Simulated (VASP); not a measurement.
Input of a VASP 6.6.1 run:

INCAR

```
SYSTEM = HfC
PREC = Accurate
ENCUT = 520
EDIFF = 1E-6
ISMEAR = -1
SIGMA = 0.08
LREAL = .FALSE.
LASPH = .TRUE.
NELM = 60
ALGO = Normal
ISIF = 2
LWAVE = .FALSE.
LCHARG = .FALSE.
GGA = CA
NBANDS = 14
```

Contents of KPOINTS:

```
Automatic mesh
0
G
  18 18 18
  0 0 0
```

File POSCAR:

```
HfC
1.0
    0.0000000000      2.2864285468      2.2864285468
    2.2864285468      0.0000000000      2.2864285468
    2.2864285468      2.2864285468      0.0000000000
Hf C
1 1
Direct
    0.5000000000      0.5000000000      0.5000000000
    0.0000000000      0.0000000000      0.0000000000
```

Potentials or basis: VASP PAW LDA potentials, release 64 (Hf_pv, C).

Run with:

```console
$ cat potpaw_LDA.64/Hf_pv/POTCAR potpaw_LDA.64/C/POTCAR > POTCAR
$ mpirun -np 1 vasp_std > vasp.out
```

**Question.** What does it give for the pressure?

**Answer.** 0.6 GPa.

**Question.** Predict the band gap on the k mesh.

**Answer.** Zero (bands 7 and 8 overlap by 1.45 eV).

Caveat: spin-orbit coupling is left out, which moves the levels of the heavy elements.
